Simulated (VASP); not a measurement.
Runs of VASP 6.6.1 on P7Ru. The structure is that of space group Fm-3m (No. 225), or close to it. The cells are those of the table. The cell was generated, and may not be a known phase.

```tsv
task	spin	cell	k mesh	cutoff (eV)	gap on the mesh (eV)	pressure (GPa)	relaxed volume (Å³/atom)
single point	off	a = 5.441 Å, angles 60.0°, 8 atoms	8 × 8 × 8	520	none	-0.2	-
single point	collinear, ferromagnetic start	a = 5.447 Å, angles 60.0°, 8 atoms	4 × 4 × 4	520	none	-0.2	-
single point	off	a = 5.910 Å, angles 60.0°, 8 atoms	4 × 4 × 4	520	none	-16.8	-
relaxation of cell and atoms	off	relaxed from a = 5.447 Å, angles 60.0°, 8 atoms	8 × 8 × 8	600	none	0.0	14.22
single point	off	a = 5.447 Å, angles 60.0°, 8 atoms	4 × 4 × 4	520	none	(a)	-
relaxation of cell and atoms	off	relaxed from a = 5.910 Å, angles 60.0°, 8 atoms	4 × 4 × 4	600	none	0.1	14.25
```

Alike in all rows: level PBE; potentials or basis VASP PAW PBE potentials, release 64 (P, Ru_pv); smearing gaussian 0.1 eV.

Task: Estimate the missing entries.

Result: (a) -0.1.

Caveats: the cell stands under tension (at least some runs); the volume moved by over 15 % at a fixed basis, so the end points are rough (at least some runs).

A k mesh can miss the band edges, and the runs leave out spin-orbit coupling on Ru.

A gap of «none» marks levels without a gap at the run's occupations.
